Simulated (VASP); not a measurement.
Write the native input for VASP 6.6.1 that does the following.

```
Task                   : single point
Functional             : PBEsol
Potentials or basis    : VASP PAW PBE potentials, release 64 (Zn, Se)
Cutoff                 : 520 eV
k mesh                 : 15 × 15 × 15
Occupations            : fermi-dirac, width 0.05 eV
Spin                   : no spin polarisation
Dipole correction      : no
Further INCAR settings : ALGO = Normal; EDIFF = 1e-06; NBANDS = 16
```

The structure of ZnSe (rocksalt type) lies in POSCAR:

```
ZnSe
1.0
    0.0000000000      2.6352675669      2.6352675669
    2.6352675669      0.0000000000      2.6352675669
    2.6352675669      2.6352675669      0.0000000000
Zn Se
1 1
Direct
    0.0000000000      0.0000000000      0.0000000000
    0.5000000000      0.5000000000      0.5000000000
```

The input as run:

INCAR

```
SYSTEM = ZnSe
  ALGO = Normal
  EDIFF = 1E-6
  ENCUT = 520
  GGA = PS
  ISIF = 2
  ISMEAR = -1
  LASPH = .True.
  LCHARG = .True.
  LELF = .True.
  LREAL = .False.
  LVHAR = .True.
  LWAVE = .False.
  NBANDS = 16
  NELM = 100
  PREC = Accurate
  SIGMA = 0.05
```

KPOINTS

```
k-points
0
Gamma
  15 15 15
  0 0 0
```

Potentials or basis: VASP PAW PBE potentials, release 64 (Zn, Se).

The run is started by

```bash
$ cat potpaw_PBE.64/Zn/POTCAR potpaw_PBE.64/Se/POTCAR > POTCAR
$ mpirun -np 1 vasp_std > vasp.out
```

It gave:

* Pressure: 0.3 GPa
* Band gap on the k mesh: zero (band 9 reaches 3.55 eV, above the bottom of band 10 at 2.47 eV)

Caveat: the PAW data sets were made with another functional, which shifts forces and pressure a little.

It took 48 s on 1 thread of Intel Xeon 6975P-C, with other jobs on the host, peak memory 0.21 GiB.
